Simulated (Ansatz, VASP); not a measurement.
## One calculation of Cr, two programs

```
Cr
1.0
    -1.51405    1.44195    1.44195
     1.51405   -1.44195    1.44195
     1.51405    1.44195   -1.44195
Cr
1
Direct
  0.00000 0.00000 0.00000
```

Change from the starting cell: strain +0.0500 x Voigt [1, 0, 0, 0, 0, 0], atoms carried along.

Alike in both runs: task single point; functional PBEsol; k mesh 24 × 24 × 24; occupations gaussian, width 0.15 eV; no spin polarisation.

|  | VASP | Ansatz |
| --- | --- | --- |
| version | VASP 6.6.1 | Ansatz 0.2.0 |
| potentials or method | VASP PAW PBE potentials, release 64 (Cr_pv), cutoff 520 eV | scalar-relativistic, plane waves, PAW |
| valence electrons in the cell | 12 | 14 |

|  | VASP | Ansatz | Ansatz less VASP |
| --- | --- | --- | --- |
| gap on the k mesh at the Fermi level (eV) | none | none | - |
| pressure (GPa) | -26.6 | -26.2 | +0.41 |
| traceless stress, the component that is largest in VASP (GPa) | -8.80 | -8.87 | -0.073 |

VASP's potentials were made for PBE, not for PBEsol. A gap of «none» marks a metal or a gap that the smearing closes. With one functional, cell and mesh, what is left measures potentials, basis and numerics. VASP's potentials hold 12 valence electrons a cell and Ansatz's 14, so a difference there can come from the potentials and not from the codes.
